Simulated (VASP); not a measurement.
Input of a VASP 6.6.1 run:

INCAR

```
SYSTEM = Ga
PREC = Accurate
ENCUT = 520
EDIFF = 1E-6
ISMEAR = -1
SIGMA = 0.05
LREAL = .FALSE.
LASPH = .TRUE.
NELM = 60
ALGO = Normal
ISIF = 2
LWAVE = .FALSE.
LCHARG = .FALSE.
GGA = PE
NBANDS = 20
```

KPOINTS

```
regular mesh
0
G
  8 8 7
  0 0 0
```

Contents of POSCAR:

```
Ga
1.0
    1.4500000000     -4.0650000000      0.0000000000
    1.4500000000      4.0650000000      0.0000000000
    0.0000000000      0.0000000000      3.2017000000
Ga
2
Direct
    0.1330000000      0.8670000000      0.7500000000
    0.8670000000      0.1330000000      0.2500000000
```

Potentials or basis: VASP PAW PBE potentials, release 64 (Ga_d).

Run with:

```bash
$ cat potpaw_PBE.64/Ga_d/POTCAR > POTCAR
$ mpirun -np 1 vasp_std > vasp.out
```

(1) Predict the largest force.

(2) Predict the pressure.

Answers

(1) 0.204 eV/Å.

(2) 1.1 GPa.
